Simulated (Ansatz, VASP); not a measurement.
**Two plane-wave programs on AlN**

File INCAR:

```
ALGO     = Normal         # electronic algorithm
EDIFF    = 1E-6           # SCF threshold, eV
ENCUT    = 520            # plane-wave cutoff, eV
GGA      = PE             # functional
ISIF     = 2              # what is computed and relaxed
ISMEAR   = -1             # smearing method
LASPH    = True           # aspherical terms in the spheres
LCHARG   = False          # write CHGCAR
LREAL    = False          # projectors in reciprocal space
LWAVE    = False          # write WAVECAR
NBANDS   = 16             # bands
NELM     = 80             # most SCF steps
PREC     = Accurate       # precision mode
SIGMA    = 0.01           # smearing width, eV
```

Contents of KPOINTS:

```
k-points
0
Gamma
  10 10 6
```

Contents of POSCAR:

```
AlN
1.0
    3.1297569564      0.0000000289      0.0000000000
   -1.5648785032      2.7104490175      0.0000000000
    0.0000000000      0.0000000000      5.0174032965
Al N
2 2
Direct
    0.6666666669      0.3333333334      0.4992353700
    0.3333333335      0.6666666669      0.9992353700
    0.6666666669      0.3333333334      0.8807646300
    0.3333333335      0.6666666669      0.3807646300
```

Input for Ansatz:

```yaml
crystal:
  lattice:
    - [3.1297569564, 2.89e-08, 0.0]
    - [-1.5648785032, 2.7104490175, 0.0]
    - [0.0, 0.0, 5.0174032965]
  atoms:
    - { symbol: Al, position: [0.6666666669, 0.3333333334, 0.49923537] }
    - { symbol: Al, position: [0.3333333335, 0.6666666669, 0.99923537] }
    - { symbol: "N", position: [0.6666666669, 0.3333333334, 0.88076463] }
    - { symbol: "N", position: [0.3333333335, 0.6666666669, 0.38076463] }
basis:
  ecutwfc: 420.0
  ecutrho_ratio: 4
  xc_grid: 2
  fft_grid_basis: typed
  precision: f64
hamiltonian:
  pseudopotentials: { kind: paw, azcp: { folder: soft_1 } }
scf:
  max_iter: 60
  self_checks: high
  occupations: { method: fermi_dirac, width: 0.01 }
kpoints:
  mp_grid: { grid: [10, 10, 6] }
  band_path: { path: [VBM, CBM], npoints: 1 }
checkpoint:
  write: "../edges.point.run"
  compress: false
  write_wavefunctions: true
  write_every: 100000
```

Alike in both runs: task single point; functional PBE; k mesh 10 × 10 × 6; occupations fermi-dirac, width 0.01 eV; no spin polarisation.

|  | VASP | Ansatz |
| --- | --- | --- |
| version | VASP 6.6.1 | Ansatz 0.2.0 |
| potentials or method | VASP PAW PBE potentials, release 64 (Al, N), cutoff 520 eV | plane-wave PAW DFT |
| valence electrons in the cell | 16 | 16 |

VASP gave:

| Property | Result |
| --- | --- |
| gap on the k mesh at the Fermi level (eV) | 4.05 |

What did Ansatz give for the same quantities?

gap on the k mesh at the Fermi level (eV): 4.04.

With one functional, cell and mesh, what is left measures potentials, basis and numerics.
